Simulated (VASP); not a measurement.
Input of a VASP 6.6.1 run:

File INCAR:

```
SYSTEM = MgRe
ALGO     = Normal         ! electronic algorithm
EDIFF    = 1E-6           ! SCF threshold, eV
EDIFFG   = -0.001         ! ionic threshold
ENCUT    = 600            ! plane-wave cutoff, eV
GGA      = PE             ! functional
IBRION   = 2              ! ionic algorithm
ISIF     = 3              ! what is computed and relaxed
ISMEAR   = 0              ! smearing method
LASPH    = .TRUE.         ! aspherical terms in the spheres
LCHARG   = .FALSE.        ! write CHGCAR
LREAL    = .FALSE.        ! projectors in reciprocal space
LWAVE    = .FALSE.        ! write WAVECAR
NELM     = 60             ! most SCF steps
NSW      = 80             ! ionic steps
PREC     = Accurate       ! precision mode
SIGMA    = 0.1            ! smearing width, eV
```

Contents of KPOINTS:

```
k-points
0
G
  10 10 10
  0 0 0
```

File POSCAR:

```
MgRe
1.0
    0.0000000000      3.1476433915      3.1476433915
    3.1476433915      0.0000000000      3.1476433915
    3.1476433915      3.1476433915      0.0000000000
Mg Re
2 2
Direct
    0.2500000000      0.2500000000      0.2500000000
    0.0000000000      0.0000000000      0.0000000000
    0.5000000000      0.5000000000      0.5000000000
    0.7500000000      0.7500000000      0.7500000000
```

Potentials or basis: VASP PAW PBE potentials, release 64 (Mg, Re).

The run is started by

```console
$ cat potpaw_PBE.64/Mg/POTCAR potpaw_PBE.64/Re/POTCAR > POTCAR
$ mpirun -np 1 vasp_std > vasp.out
```

Predict the space group after relaxing (to 0.1 Å).

Fd-3m (No. 227).

Predict the band gap on the k mesh.

zero (bands 9 and 10 overlap by 0.80 eV).

Step by step:
| step | energy change (eV) | largest force (eV/Å) | pressure (GPa) | volume (Å³) |
| --- | --- | --- | --- | --- |
| 1 | 0.0000 | 0.0000 | -0.44 | 62.37 |
| 2 | 0.0002 | 0.0000 | 0.64 | 61.99 |
| 3 | -0.0002 | 0.0000 | 0.02 | 62.21 |
| 4 | -0.0002 | 0.0000 | 0.01 | 62.22 |

Caveat: spin-orbit coupling is left out, which moves the levels of the heavy elements.
